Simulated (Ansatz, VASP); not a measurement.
## One calculation of Ni, two programs

```
CELL_PARAMETERS angstrom
0.00000 1.90000 1.75926
1.90000 0.00000 1.75926
1.90000 1.90000 0.00000
ATOMIC_POSITIONS crystal
Ni 0.00000 0.00000 0.00000
```

Change from the starting cell: strain +0.080 along x and y, +0.000 along z, atoms carried along.

Alike in both runs: task single point; functional PBE; k mesh 30 × 30 × 30; occupations gaussian, width 0.15 eV; collinear spin.

|  | VASP | Ansatz |
| --- | --- | --- |
| version | VASP 6.6.1 | Ansatz 0.2.0 |
| potentials or method | VASP PAW PBE potentials, release 64 (Ni), cutoff 520 eV | scalar-relativistic, plane waves, PAW |
| valence electrons in the cell | 10 | 18 |

|  | VASP | Ansatz | Ansatz less VASP |
| --- | --- | --- | --- |
| gap on the k mesh at the Fermi level (eV) | none | none | - |
| pressure (GPa) | -20.3 | -20.6 | -0.32 |
| traceless stress, the component that is largest in VASP (GPa) | 3.08 | 3.23 | +0.148 |
| net moment per atom (μB) | 0.66 | 0.68 | +0.016 |
| size of the moment on the site where the two differ most (μB) | 0.69 | 0.73 | +0.037 |

Site moments also hang on the region over which each program counts them. A gap of «none» marks a metal or a gap that the smearing closes. The functional is the same, so the differences come from potentials, cutoffs and numerics. VASP's potentials hold 10 valence electrons a cell and Ansatz's 18, so a difference there can come from the potentials and not from the codes.
